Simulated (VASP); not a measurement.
A run of VASP 6.6.1 is set up as follows.

Contents of INCAR:

```
SYSTEM = AlFe
ALGO = Normal
EDIFF = 1E-6
ENCUT = 520
GGA = PS
ISIF = 2
ISMEAR = -1
ISPIN = 2
LASPH = .True.
LCHARG = .False.
LMAXMIX = 4
LORBIT = 11
LREAL = .False.
LWAVE = .False.
MAGMOM = 0 0.7
NBANDS = 16
NELM = 150
PREC = Accurate
SIGMA = 0.1
```

The input KPOINTS:

```
k-points
0
Gamma
  14 14 14
  0 0 0
```

The input POSCAR:

```
AlFe
1.0
    2.8463216884      0.0000000000      0.0000000000
    0.0000000000      2.8463216884      0.0000000000
    0.0000000000      0.0000000000      2.8463216884
Al Fe
1 1
Direct
    0.0000000000      0.0000000000      0.0000000000
    0.5000000000      0.5000000000      0.5000000000
```

Potentials or basis: VASP PAW PBE potentials, release 64 (Al, Fe).

Command:

```sh
$ cat potpaw_PBE.64/Al/POTCAR potpaw_PBE.64/Fe/POTCAR > POTCAR
$ mpirun -np 1 vasp_std > vasp.out
```

**Question.** Estimate the net moment.

**Answer.** 0.65 μB per cell.

**Question.** What does it give for the pressure?

**Answer.** 0.3 GPa.

**Question.** Predict the site moments.

**Answer.** Al -0.02; Fe +0.68 μB.

Caveat: the PAW data sets were made with another functional, which shifts forces and pressure a little.
